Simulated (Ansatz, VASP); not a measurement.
**TaN: VASP beside Ansatz**

Contents of INCAR:

```
PREC = Accurate
ENCUT = 520
EDIFF = 1E-7
ISMEAR = 0
SIGMA = 0.15
LREAL = F
LASPH = T
NELM = 80
ALGO = Fast
ISIF = 2
LWAVE = F
LCHARG = F
GGA = CA
NBANDS = 42
```

The input KPOINTS:

```
Automatic mesh
0
Gamma
  14 14 4
```

File POSCAR:

```
TaN
1.0
   -3.1035877079      0.0000000000      0.0000000000
   -1.5517938539     -2.6877857979      0.0000000000
   -0.6465807725     -0.6719464495     12.0200957435
Ta N
4 4
Direct
    0.2567812372      0.1036770450      0.9186251535
    0.2984479039      0.2286770450      0.4186251535
    0.6526145705      0.6245103783      0.1686251535
    0.6109479039      0.4995103783      0.6686251535
    0.3265520961      0.3129896217      0.0813748465
    0.2848854295      0.1879896217      0.5813748465
    0.6390520961      0.5838229550      0.3313748465
    0.5973854295      0.4588229550      0.8313748465
```

Input for Ansatz:

```yaml
crystal:
  lattice:
    - [-3.1035877079, 0.0, 0.0]
    - [-1.5517938539, -2.6877857979, 0.0]
    - [-0.6465807725, -0.6719464495, 12.0200957435]
  atoms:
    - { symbol: Ta, position: [0.2567812372, 0.103677045, 0.9186251535] }
    - { symbol: Ta, position: [0.2984479039, 0.228677045, 0.4186251535] }
    - { symbol: Ta, position: [0.6526145705, 0.6245103783, 0.1686251535] }
    - { symbol: Ta, position: [0.6109479039, 0.4995103783, 0.6686251535] }
    - { symbol: "N", position: [0.3265520961, 0.3129896217, 0.0813748465] }
    - { symbol: "N", position: [0.2848854295, 0.1879896217, 0.5813748465] }
    - { symbol: "N", position: [0.6390520961, 0.583822955, 0.3313748465] }
    - { symbol: "N", position: [0.5973854295, 0.458822955, 0.8313748465] }
basis:
  ecutwfc: 520.0
kpoints:
  mp_grid: { grid: [14, 14, 4] }
hamiltonian:
  xc: lda
scf:
  occupations: { method: gaussian, width: 0.15 }
output:
  forces: true
  stress: true
  eigenvalues: true
```

Alike in both runs: task single point; functional LDA; k mesh 14 × 14 × 4; occupations gaussian, width 0.15 eV; no spin polarisation.

```csv
,VASP,Ansatz
version,VASP 6.6.1,Ansatz 0.2.0
potentials or method,"VASP PAW LDA potentials, release 64 (Ta_pv, N), cutoff 520 eV","scalar-relativistic, plane waves, PAW"
valence electrons in the cell,64,72
```

```csv
,VASP,Ansatz,Ansatz less VASP
gap on the k mesh at the Fermi level (eV),none,none,-
pressure (GPa),-1.9,-3.3,-1.43
"traceless stress, the component that is largest in VASP (GPa)",-1.92,-2.28,-0.357
rms of the force components (eV/Å),0.618,0.609,-0.0093
```

LDA's correlation is that of Perdew and Zunger in VASP and of Perdew and Wang (1992) in Ansatz. Atom by atom the forces differ by 0.017 eV/Å (rms over components). A gap of «none» marks a metal or a gap that the smearing closes. VASP's potentials hold 64 valence electrons a cell and Ansatz's 72, so a difference there can come from the potentials and not from the codes.

Neither program's run includes spin-orbit coupling.
